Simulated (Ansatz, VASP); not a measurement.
Ti in VASP and in Ansatz

```
CELL_PARAMETERS angstrom
-1.54254 1.54254 1.64100
1.54254 -1.54254 1.64100
1.54254 1.54254 -1.64100
ATOMIC_POSITIONS crystal
Ti 0.00000 0.00000 0.00000
```

Change from the starting cell: strain -0.0600 x Voigt [1, 1, 0, 0, 0, 0], atoms carried along.

Alike in both runs: task single point; functional PBEsol; k mesh 20 × 20 × 20; occupations gaussian, width 0.15 eV; no spin polarisation.

```csv
,VASP,Ansatz
version,VASP 6.6.1,Ansatz 0.2.0
potentials or method,"VASP PAW PBE potentials, release 64 (Ti_sv), cutoff 520 eV","scalar-relativistic, plane waves, PAW"
valence electrons in the cell,12,12
```

Ansatz gave:

| Item | Value |
| --- | --- |
| gap on the k mesh at the Fermi level (eV) | none |
| pressure (GPa) | 7.3 |
| traceless stress, the component that is largest in VASP (GPa) | 0.48 |

Question: What did VASP give for the same quantities?

Answer: gap on the k mesh at the Fermi level (eV): none; pressure (GPa): 6.9; traceless stress, the component that is largest in VASP (GPa): 0.48.

VASP's potentials were made for PBE, not for PBEsol. A gap of «none» marks a metal or a gap that the smearing closes.
